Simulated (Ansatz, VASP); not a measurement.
LaZr4O3: VASP beside Ansatz

```
La Zr O
1.0
     3.30000    0.00000    0.00000
    -1.65000    2.85788    0.00000
     0.00000    0.00000   12.70000
La Zr O
1 4 3
Direct
  0.00000 0.00000 0.00000
  0.33333 0.66667 0.59500
  0.66667 0.33333 0.40500
  0.33333 0.66667 0.21500
  0.66667 0.33333 0.78500
  0.00000 0.00000 0.50000
  0.33333 0.66667 0.89500
  0.66667 0.33333 0.10500
```

Alike in both runs: task relaxation of cell and atoms; functional PBE; k mesh 6 × 6 × 2; occupations gaussian, width 0.2 eV; no spin polarisation.

|  | VASP | Ansatz |
| --- | --- | --- |
| version | VASP 6.6.1 | Ansatz 0.2.0 |
| potentials or method | VASP PAW PBE potentials, release 64 (La, Zr_sv, O), cutoff 600 eV | scalar-relativistic, plane waves, PAW |
| valence electrons in the cell | 77 | 77 |

```tsv
	VASP	Ansatz	Ansatz less VASP
gap on the k mesh at the Fermi level, each at its own relaxed structure (eV)	none	none	-
relaxed volume (Å³/atom)	16.32	16.33	+0.009
relaxed cell length with the largest relative difference (Å)	13.617	13.620	+0.0031
```

A gap of «none» marks a metal or a gap that the smearing closes.

The k mesh is coarse, so the values compare programs but aren't converged. Spin-orbit coupling is off throughout.
